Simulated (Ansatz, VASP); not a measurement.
**Two plane-wave programs on MgZn2S3**

```
Mg Zn S
1.0
     6.77629    0.00000    0.00000
    -3.38815    5.86844    0.00000
     0.00000    0.00000    6.38231
Mg Zn S
2 4 6
Direct
  0.66667 0.33333 0.99849
  0.33333 0.66667 0.99849
  0.33014 0.00000 0.50021
  0.00000 0.33014 0.50021
  0.66986 0.66986 0.50021
  0.00000 0.00000 0.99958
  0.00000 0.00000 0.37175
  0.66667 0.33333 0.38563
  0.33333 0.66667 0.38563
  0.32310 0.00000 0.86993
  0.00000 0.32310 0.86993
  0.67690 0.67690 0.86993
```

Alike in both runs: functional PBE; k mesh 3 × 3 × 4; occupations gaussian, width 0.1 eV; no spin polarisation.

Ansatz relaxed the structure, and its values are those at the end. VASP's run is a single point on that final structure, the one shown.

```csv
,VASP,Ansatz
version,VASP 6.6.1,Ansatz 0.2.0
potentials or method,"VASP PAW PBE potentials, release 64 (Mg, Zn, S), cutoff 520 eV","scalar-relativistic, plane waves, PAW"
valence electrons in the cell,88,104
```

Ansatz gave:

| Item | Value |
| --- | --- |
| gap on the k mesh at the Fermi level (eV) | 2.33 |
| least direct gap on the mesh (eV) | 2.33 |
| pressure (GPa) | 0.0 |
| rms of the force components (eV/Å) | 0.004 |

Question: What did VASP give for the same quantities?

Answer: gap on the k mesh at the Fermi level (eV): 2.34; least direct gap on the mesh (eV): 2.34; pressure (GPa): 0.0; rms of the force components (eV/Å): 0.009.

VASP's potentials hold 88 valence electrons a cell and Ansatz's 104, so a difference there can come from the potentials and not from the codes.
